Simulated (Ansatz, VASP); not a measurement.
# One calculation of BP, two programs

```
CELL_PARAMETERS angstrom
3.20932 0.00000 0.00000
-1.60466 2.77935 0.00000
0.00000 0.00000 23.80000
ATOMIC_POSITIONS crystal
B 0.33333 0.66667 0.29412
P 0.66667 0.33333 0.29412
```

Alike in both runs: functional revPBE; dispersion D3(BJ); k mesh 12 × 12 × 1; occupations gaussian, width 0.03 eV; no spin polarisation.

Ansatz relaxed the structure, and its values are those at the end. VASP's run is a single point on that final structure, the one shown.

|  | VASP | Ansatz |
| --- | --- | --- |
| version | VASP 6.6.1 | Ansatz 0.2.0 |
| potentials or method | VASP PAW PBE potentials, release 64 (B, P), cutoff 420 eV | scalar-relativistic, plane waves, PAW |
| valence electrons in the cell | 8 | 8 |

Ansatz gave:

* gap on the k mesh at the Fermi level (eV): 0.92
* least direct gap on the mesh (eV): 0.92

Question: Estimate VASP's values.

Answer: gap on the k mesh at the Fermi level (eV): 0.93; least direct gap on the mesh (eV): 0.93.

VASP's potentials were made for PBE, not for revPBE. Ansatz's warnings: slab cell height set, structure snapped to symmetry, xc potential rough in thin density.
